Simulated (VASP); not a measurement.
A run of VASP 6.6.1 is set up as follows.

The input INCAR:

```
SYSTEM = NaB3
PREC = Accurate
ENCUT = 520
EDIFF = 1E-6
ISMEAR = 0
SIGMA = 0.1
LREAL = .False.
LASPH = .True.
NELM = 100
ALGO = Normal
ISIF = 2
LWAVE = .False.
LCHARG = .False.
GGA = PE
NBANDS = 26
```

File KPOINTS:

```
regular mesh
0
Gamma
  12 12 12
  0 0 0
```

File POSCAR:

```
NaB3
1.0
    2.9516199290      1.7041185605      3.1653945050
   -2.9516199290      1.7041185605      3.1653945050
    0.0000000000     -3.4082371211      3.1653945050
Na B
2 6
Direct
    0.3329425150      0.3329425150      0.3329425150
    0.6670574850      0.6670574850      0.6670574850
    0.8283800660      0.1196992202      0.8283800660
    0.8283800660      0.8283800660      0.1196992202
    0.1196992202      0.8283800660      0.8283800660
    0.1716199340      0.8803007798      0.1716199340
    0.8803007798      0.1716199340      0.1716199340
    0.1716199340      0.1716199340      0.8803007798
```

Potentials or basis: VASP PAW PBE potentials, release 64 (Na_pv, B).

Run with:

```sh
$ cat potpaw_PBE.64/Na_pv/POTCAR potpaw_PBE.64/B/POTCAR > POTCAR
$ mpirun -np 1 vasp_std > vasp.out
```

Problem. Predict the band gap on the k mesh.

Solution. Zero (bands 16 and 17 overlap by 0.44 eV).

Problem. Estimate the pressure.

Solution. 0.1 GPa.

Problem. What does it give for the largest force?

Solution. 0.024 eV/Å.

Forces on the atoms (eV/Å):
```
Na   0.000  0.000  0.002
Na   0.000  0.000 -0.002
B   -0.018  0.011 -0.012
B    0.000 -0.021 -0.012
B    0.018  0.011 -0.012
B    0.018 -0.011  0.012
B   -0.018 -0.011  0.012
B    0.000  0.021  0.012
```
